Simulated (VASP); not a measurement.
Input of a VASP 6.6.1 run:

File INCAR:

```
SYSTEM = Ir
PREC = Accurate ; ENCUT = 520
EDIFF = 1E-6 ; ISMEAR = 1
SIGMA = 0.1 ; LREAL = Auto
LASPH = .True. ; NELM = 100
ALGO = Normal ; ISIF = 2
LWAVE = .False. ; LCHARG = .False.
GGA = PE ; NBANDS = 180
KPAR = 2 ; NCORE = 2
```

The input KPOINTS:

```
Automatic mesh
0
Gamma
  2 2 2
  0 0 0
```

Contents of POSCAR:

```
Ir
1.0
    0.0000000000      5.8050291800      5.8050291800
    5.8050291800      0.0000000000      5.8050291800
    7.7400389100      7.7400389100      0.0000000000
Ir
35
Direct
    0.0007727782     -0.0005850100     -0.0001797149
    0.0034408957      0.0020531335      0.2459757014
   -0.3310713763      0.3312786104      0.4997868932
   -0.0019278973     -0.0032763832      0.7536646221
   -0.0010780308      0.3365142430     -0.0009651114
    0.0007711417      0.3287798288      0.2520655933
    0.0006481449      0.3302923104      0.5001668008
    0.0010412523      0.3325560372      0.7497057273
    0.0026142849      0.6622736735      0.0005669222
    0.0004725213      0.6663143078      0.2498696741
    0.0008907793      0.6684433238      0.4994225539
    0.0007970675      0.6699463309      0.7475822883
    0.3378726341     -0.0024479636     -0.0009791294
    0.3301190124     -0.0005876801      0.2520507355
    0.3316304605     -0.0006919001      0.5001469043
    0.3338770469     -0.0003045635      0.7497153525
    0.3329383781      0.3316227947      0.0010046461
    0.3311726678      0.3298570844      0.2518394316
    0.3332276101      0.3319280473      0.5005167345
    0.3329390672      0.3315814512      0.7496249137
    0.3334431129      0.6667718421     -0.0002117560
    0.3320741275      0.6667880350      0.2519378808
    0.3327079744      0.6675068083      0.4997835986
    0.3333730874      0.6681822571      0.7476485025
    0.6636252602      0.0013109323      0.0005811340
    0.6676990554     -0.0008300561      0.2498542349
    0.6698496044     -0.0004483182      0.4994239105
    0.6713759534     -0.0005128312      0.7475600662
    0.6681131791      0.3320742136     -0.0002089783
    0.6681515079      0.3306841259      0.2519272865
    0.6694933616      0.3320082363      0.7476532828
    0.6686098174      0.6672785579     -0.0014120730
    0.6685637367      0.6672700308      0.2499969344
    0.6682782945      0.6669826938      0.4990986538
    0.6703415055      0.6690173089      0.7477552849
```

Potentials or basis: VASP PAW PBE potentials, release 64 (Ir).

Run with:

```sh
$ cat potpaw_PBE.64/Ir/POTCAR > POTCAR
$ mpirun -np 4 vasp_std > vasp.out
```

Task: Predict the pressure.

Result: -2.2 GPa.

Task: Predict the band gap on the k mesh.

Result: Zero (an odd number of electrons rules out a gap without spin polarisation).

Task: What does it give for the largest force?

Result: 0.022 eV/Å.

Stress tensor (GPa, compression positive):
```
-2.22 -1.83  1.98
-1.83 -2.23  1.98
 1.98  1.98 -2.12
```

Caveat: the k points lie up to 0.47 Å⁻¹ apart, too coarse for converged energies and pressures of a metal; spin-orbit coupling is left out, which moves the levels of the heavy elements.
